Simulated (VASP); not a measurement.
Here is a VASP 6.6.1 calculation.

INCAR

```
SYSTEM = Ga9P8
PREC = Accurate
ENCUT = 520
EDIFF = 1E-6
ISMEAR = 0
SIGMA = 0.02
LREAL = Auto
LASPH = .True.
NELM = 100
ALGO = Normal
ISIF = 2
LWAVE = .False.
LCHARG = .False.
GGA = PE
NBANDS = 92
```

File KPOINTS:

```
regular mesh
0
Gamma
  2 2 2
  0 0 0
```

The input POSCAR:

```
Ga9P8
1.0
   -5.5051169764      5.5051169764      0.0000000000
   -5.5051169764      0.0000000000      5.5051169764
    0.0000000000      5.5051169764      5.5051169764
Ga P
9 8
Direct
    0.9863937539      0.9863677781      0.4813138415
    0.4888729906      1.0032558842      0.4983496285
    1.0033485253      0.4887819844      0.4983425442
    1.0033696875      1.0032839490     -0.0161797652
    0.4888592761      0.4888115024      0.5250897506
    0.4888907014      1.0296574122     -0.0160240918
    1.0296981017      0.4888745346     -0.0160355357
    0.5226458425      0.5225421208      0.0177762799
    0.7062965268      0.7062631033      1.2011414159
    0.8624170967      0.8623315400      0.3573815068
    0.3488651573      0.8868164874      0.3822715319
    0.8868598108      0.3488334595      0.3822587257
    0.8871139380      0.8870934116      0.8437689916
    0.3754860267      0.3753935673      0.3839990157
    0.3755054632      0.8887470550      0.8704944001
    0.8888488693      0.3754199972      0.8704868617
    0.3932838320      0.3932371481      0.8887014610
```

Potentials or basis: VASP PAW PBE potentials, release 64 (Ga_d, P).

Command:

```console
$ cat potpaw_PBE.64/Ga_d/POTCAR potpaw_PBE.64/P/POTCAR > POTCAR
$ mpirun -np 1 vasp_std > vasp.out
```

Question: What does it give for the largest force?

Answer: 0.597 eV/Å.

Question: What does it give for the pressure?

Answer: 5.1 GPa.

Question: What does it give for the band gap on the k mesh?

Answer: Zero (an odd number of electrons rules out a gap without spin polarisation).

Stress tensor (GPa, compression positive):
```
 5.10  0.62  0.62
 0.62  5.10 -0.61
 0.62 -0.61  5.10
```

Caveat: the k points lie up to 0.49 Å⁻¹ apart, too coarse for converged energies and pressures of a metal.
